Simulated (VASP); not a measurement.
Input of a VASP 6.6.1 run:

The input INCAR:

```
PREC = Accurate
ENCUT = 520
EDIFF = 1E-7
ISMEAR = 0
SIGMA = 0.02
LREAL = F
LASPH = T
NELM = 60
ALGO = Normal
ISIF = 2
LWAVE = F
LCHARG = F
GGA = PE
NBANDS = 21
```

Contents of KPOINTS:

```
Automatic mesh
0
Gamma
  16 16 16
```

POSCAR

```
Mg2ZnN2
1.0
   -1.5790365131      1.5790365131      6.1216322237
    1.5790365131     -1.5790365131      6.1216322237
    1.5790365131      1.5790365131     -6.1216322237
Mg Zn N
2 1 2
Direct
    0.3278634275      0.3278634275      0.0000000000
    0.6721365725      0.6721365725      0.0000000000
    0.0000000000      0.0000000000      0.0000000000
    0.1505627605      0.1505627605      0.0000000000
    0.8494372395      0.8494372395      0.0000000000
```

Potentials or basis: VASP PAW PBE potentials, release 64 (Mg, Zn, N).

Command:

```console
$ cat potpaw_PBE.64/Mg/POTCAR potpaw_PBE.64/Zn/POTCAR potpaw_PBE.64/N/POTCAR > POTCAR
$ mpirun -np 1 vasp_std > vasp.out
```

Predict the pressure.

0.0 GPa.

What does it give for the largest force?

0.122 eV/Å.

Stress tensor (GPa, compression positive):
```
-0.40  0.00  0.00
 0.00 -0.40  0.00
 0.00  0.00  0.88
```
